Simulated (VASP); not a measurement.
Crystal: Cu.

```
CELL_PARAMETERS angstrom
0.00000 1.81947 1.81947
1.81947 0.00000 1.81947
1.81947 1.81947 0.00000
ATOMIC_POSITIONS crystal
Cu 0.00000 0.00000 0.00000
```

Base run:

| Quantity | Value |
| --- | --- |
| Program | VASP 6.6.1 |
| Functional | RPBE |
| Dispersion | D3(BJ) |
| Potentials or basis | VASP PAW PBE potentials, release 64 (Cu) |
| Cutoff | 600 eV |
| k mesh | 13 × 13 × 13 |
| Occupations | fermi-dirac, width 0.05 eV |
| Spin | no spin polarisation |

Its results: pressure -33.7 GPa.

Problem. The run is repeated on the same cell with these changes: dispersion from D3(BJ) to none. What comes out?

Solution. Pressure 4.3 GPa.

Dispersion adds attraction, which lowers the pressure at fixed volume and, as a term added to the energy, leaves the levels alone.

Caveats: the PAW data sets were made with another functional, which shifts forces and pressure a little; pairwise dispersion overbinds metals, which lowers pressure and volume (some runs).
